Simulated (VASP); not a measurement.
Input of a VASP 6.6.1 run:

File INCAR:

```
PREC = Accurate ; ENCUT = 520
EDIFF = 1E-7 ; ISMEAR = -1
SIGMA = 0.05 ; LREAL = F
LASPH = T ; NELM = 100
ALGO = Normal ; ISIF = 2
LWAVE = F ; LCHARG = F
GGA = PE ; NBANDS = 14
```

File KPOINTS:

```
regular mesh
0
Gamma
  15 15 15
```

File POSCAR:

```
HfB
1.0
    0.0000000000      2.3100000000      2.3100000000
    2.3100000000      0.0000000000      2.3100000000
    2.3100000000      2.3100000000      0.0000000000
Hf B
1 1
Direct
    0.5000000000      0.5000000000      0.5000000000
    0.0000000000      0.0000000000      0.0000000000
```

Potentials or basis: VASP PAW PBE potentials, release 64 (Hf_pv, B).

Launch:

```console
$ cat potpaw_PBE.64/Hf_pv/POTCAR potpaw_PBE.64/B/POTCAR > POTCAR
$ mpirun -np 1 vasp_std > vasp.out
```

Problem. What does it give for the pressure?

Solution. 30.7 GPa.
